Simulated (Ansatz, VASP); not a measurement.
Two plane-wave programs on SiC

```
Si C
1.0
     3.10803    0.00000    0.00000
    -1.55401    2.69163    0.00000
     0.00000    0.00000   10.17650
Si C
4 4
Cartesian
  0.0000 0.0000 -0.0014
  0.0000 1.7944 2.5432
  0.0000 0.0000 5.0868
  1.5540 0.8972 7.6314
  0.0000 0.0000 1.9059
  0.0000 1.7944 4.4568
  0.0000 0.0000 6.9941
  1.5540 0.8972 9.5450
```

Alike in both runs: task single point; functional r2SCAN; k mesh 9 × 9 × 2; no spin polarisation.

|  | VASP | Ansatz |
| --- | --- | --- |
| version | VASP 6.6.1 | Ansatz 0.2.0 |
| potentials or method | VASP PAW PBE potentials, release 64 (Si, C) | plane waves, PAW |
| plane-wave cutoff (eV) | 520 | 500 |
| occupations | gaussian, width 0.01 eV | fixed |
| valence electrons in the cell | 32 | 32 |

```csv
,VASP,Ansatz,Ansatz less VASP
gap on the k mesh at the Fermi level (eV),2.71,2.70,-0.010
pressure (GPa),-6.5,-6.4,+0.16
"traceless stress, the component that is largest in VASP (GPa)",0.07,0.06,-0.006
rms of the force components (eV/Å),0.004,0.003,-0.0004
```

VASP's potentials were made for PBE, not for r2SCAN. Atom by atom the forces differ by 0.001 eV/Å (rms over components).
